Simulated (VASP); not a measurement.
Input of a VASP 6.6.1 run:

The input INCAR:

```
ALGO = Normal
EDIFF = 1E-8
ENCUT = 520
GGA = PS
ISIF = 2
ISMEAR = -1
LASPH = True
LCHARG = False
LEFG = True
LREAL = False
LWAVE = False
NBANDS = 12
NELM = 100
PREC = Accurate
SIGMA = 0.05
```

File KPOINTS:

```
k-points
0
Gamma
  14 14 14
```

The input POSCAR:

```
Ti
1.0
   -1.6081800000      1.6410000000      1.6410000000
    1.6410000000     -1.6081800000      1.6410000000
    1.6410000000      1.6410000000     -1.6081800000
Ti
1
Direct
    0.0000000000      0.0000000000      0.0000000000
```

Potentials or basis: VASP PAW PBE potentials, release 64 (Ti_sv).

The run is started by

```sh
$ cat potpaw_PBE.64/Ti_sv/POTCAR > POTCAR
$ mpirun -np 1 vasp_std > vasp.out
```

(1) What does it give for the band gap on the k mesh?

(2) What does it give for the pressure?

Answers

(1) zero (band 6 reaches 8.64 eV, above the bottom of band 7 at 7.16 eV).

(2) -6.8 GPa.

Caveat: the cell differs from its parent crystal (equal xy, yz and zx shear strains of +2 %); without QUAD_EFG the Cq values of the log hold for a quadrupole moment of 1 mb, not for the nuclei; the PAW data sets were made with another functional, which shifts forces and pressure a little.
